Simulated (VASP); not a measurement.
Here is a VASP 6.6.1 calculation.

The input INCAR:

```
SYSTEM = LiSi16
  PREC = Accurate
  ENCUT = 520
  EDIFF = 1E-7
  ISMEAR = 0
  SIGMA = 0.05
  LREAL = Auto
  LASPH = .True.
  NELM = 100
  ALGO = Normal
  ISIF = 2
  LWAVE = .False.
  LCHARG = .True.
  GGA = PS
  LELF = .True.
  LVHAR = .True.
  NELECT = 66.0
  NBANDS = 48
```

KPOINTS

```
Automatic mesh
0
Gamma
  2 2 2
  0 0 0
```

Contents of POSCAR:

```
LiSi16
1.0
    0.0000000000      5.4300000000      5.4300000000
    5.4300000000      0.0000000000      5.4300000000
    5.4300000000      5.4300000000      0.0000000000
Si Li
16 1
Direct
    0.0101171271     -0.0313029466      0.0103184162
    0.1184502762      0.1202837937      0.1186488029
   -0.0177144567      0.0053463168      0.5059126151
    0.1184510129      0.1202889503      0.6420675875
   -0.0012546041      0.4943155617     -0.0010569982
    0.1340749540      0.5968342541      0.1342738490
   -0.0012551565      0.4943209024      0.5074522099
    0.1169024862      0.6313153775      0.6256214549
    0.5057135359      0.0053450276     -0.0175137201
    0.6418661142      0.1202911602      0.1186500921
    0.5057126151      0.0053413444      0.5059115101
    0.6140345304      0.1569476059      0.6142350829
    0.5072529466      0.4943229282     -0.0010577348
    0.6254238490      0.6313139042      0.1171017495
    0.4900821363      0.5288128913      0.4902810313
    0.6254235727      0.6313097606      0.6256209945
    0.3120768877      0.0628175875      0.3122781768
```

Potentials or basis: VASP PAW PBE potentials, release 64 (Si, Li_sv).

Launch:

```console
$ cat potpaw_PBE.64/Si/POTCAR potpaw_PBE.64/Li_sv/POTCAR > POTCAR
$ mpirun -np 1 vasp_std > vasp.out
```

Problem. Estimate the largest force.

Solution. 0.029 eV/Å.

Forces in eV/Å, atoms in the order of the input:
```
Si  -0.017  0.017 -0.017
Si   0.000  0.004  0.000
Si   0.002 -0.001  0.003
Si  -0.004  0.000  0.000
Si  -0.004 -0.008 -0.004
Si   0.010 -0.009  0.010
Si   0.007  0.004 -0.004
Si   0.003 -0.003 -0.007
Si   0.003 -0.001  0.002
Si   0.000  0.000 -0.004
Si   0.002 -0.003  0.002
Si   0.016 -0.016  0.016
Si  -0.004  0.004  0.007
Si  -0.007 -0.003  0.003
Si  -0.010  0.010 -0.010
Si   0.003  0.006  0.003
Li  -0.001  0.000 -0.001
```

Caveat: the k points lie up to 0.50 Å⁻¹ apart; the cell carries a net charge on a neutralising background, which shifts energy and pressure; the PAW data sets were made with another functional, which shifts forces and pressure a little.
